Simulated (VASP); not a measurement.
**BeC: single point with PBE**

BeC:

```xyz
4
Lattice="2.8377 0.0000 0.0000 -1.4189 2.4575 0.0000 0.0000 0.0000 4.6569" Properties=species:S:1:pos:R:3 pbc="T T T"
Be    0.0000    1.6383    0.0000
Be    1.4189    0.8192    2.3285
C     0.0000    1.6383    1.7929
C     1.4189    0.8192    4.1214
```

The cell was generated, and may not be a known phase.

```yaml
Program: VASP 6.6.1
Task: single point
Functional: PBE
Potentials_or_basis: VASP PAW PBE potentials, release 64 (Be, C)
Cutoff: 600 eV
k_mesh: 9 × 9 × 4
Occupations: gaussian, width 0.1 eV
Spin: no spin polarisation
Dipole_correction: no
Further_INCAR_settings: ALGO = Normal; EDIFF = 1e-06; NBANDS = 14
```

- Pressure: 17.9 GPa
- Largest force: 0.200 eV/Å
- Band gap on the k mesh: zero (bands 6 and 7 overlap by 3.82 eV)

Forces on the atoms (eV/Å):
```
Be   0.000  0.000 -0.200
Be   0.000  0.000 -0.200
C    0.000  0.000  0.200
C    0.000  0.000  0.200
```

Stress tensor (GPa, compression positive):
```
25.71  0.00  0.00
 0.00 25.71  0.00
 0.00  0.00  2.34
```

Levels at points of the mesh, in eV from the Fermi level:
```
           k point  band 3  band 4  band 5  band 6  band 7  band 8  band 9  band 10
(0.00, 0.00, 0.00)   -5.95    1.00    1.00    2.56    2.56    2.71   10.87    10.87
(0.00, 0.00, 0.50)   -1.61   -1.61    1.72    1.72    1.72    1.72   11.81    11.81
```

It took 14 s on 1 thread of Intel Xeon 8259CL, on a shared host, peak memory 0.16 GiB.

Caveat: the stress differs along the axes, from 2 to 26 GPa.
